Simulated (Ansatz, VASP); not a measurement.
# Fe: VASP beside Ansatz

```
Fe
1.0
     1.73686   -3.62709    0.00000
     1.73686    3.62709    0.00000
     0.00000    0.00000    3.45775
Fe
4
Direct
  0.14816 0.85184 0.00002
  0.64816 0.35184 0.49998
  0.85184 0.14816 0.99998
  0.35184 0.64816 0.50002
```

Alike in both runs: functional PBEsol; k mesh 6 × 6 × 4; occupations gaussian, width 0.1 eV; collinear spin.

Ansatz relaxed the structure, and its values are those at the end. VASP's run is a single point on that final structure, the one shown.

|  | VASP | Ansatz |
| --- | --- | --- |
| version | VASP 6.6.1 | Ansatz 0.2.0 |
| potentials or method | VASP PAW PBE potentials, release 64 (Fe), cutoff 520 eV | scalar-relativistic, plane waves, PAW |
| valence electrons in the cell | 32 | 64 |

|  | VASP | Ansatz | Ansatz less VASP |
| --- | --- | --- | --- |
| gap on the k mesh at the Fermi level (eV) | none | none | - |
| pressure (GPa) | -0.8 | -0.1 | +0.65 |
| rms of the force components (eV/Å) | 0.016 | 0.012 | -0.0045 |
| net moment per atom (μB) | 0.00 | 0.00 | 0.000 |

VASP's potentials were made for PBE, not for PBEsol. A gap of «none» marks a metal or a gap that the smearing closes. With one functional, cell and mesh, what is left measures potentials, basis and numerics. VASP's potentials hold 32 valence electrons a cell and Ansatz's 64, so a difference there can come from the potentials and not from the codes. Ansatz's warnings: seeded moment not kept, spin hold released.

The k mesh is coarse, so the values compare programs but aren't converged.
